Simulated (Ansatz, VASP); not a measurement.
# Two plane-wave programs on Zn4SeO3

```
Zn Se O
1.0
     6.58454    0.00000    0.00000
    -3.29227    5.70237    0.00000
     0.00000    0.00000    3.88769
Zn Se O
4 1 3
Direct
  0.50000 0.00000 0.00000
  0.00000 0.50000 0.00000
  0.50000 0.50000 0.00000
  0.00000 0.00000 0.50000
  0.00000 0.00000 0.00000
  0.50000 0.00000 0.50000
  0.00000 0.50000 0.50000
  0.50000 0.50000 0.50000
```

Alike in both runs: functional PBE; k mesh 2 × 2 × 3; occupations gaussian, width 0.15 eV; no spin polarisation.

Ansatz relaxed the structure, and its values are those at the end. VASP's run is a single point on that final structure, the one shown.

|  | VASP | Ansatz |
| --- | --- | --- |
| version | VASP 6.6.1 | Ansatz 0.2.0 |
| potentials or method | VASP PAW PBE potentials, release 64 (Zn, Se, O), cutoff 520 eV | scalar-relativistic, plane waves, PAW |
| valence electrons in the cell | 72 | 82 |

|  | VASP | Ansatz | Ansatz less VASP |
| --- | --- | --- | --- |
| gap on the k mesh at the Fermi level (eV) | none | none | - |
| pressure (GPa) | 0.6 | 0.1 | -0.50 |

A gap of «none» marks a metal or a gap that the smearing closes. VASP's potentials hold 72 valence electrons a cell and Ansatz's 82, so a difference there can come from the potentials and not from the codes.

The k mesh is coarse, so the values compare programs but aren't converged.
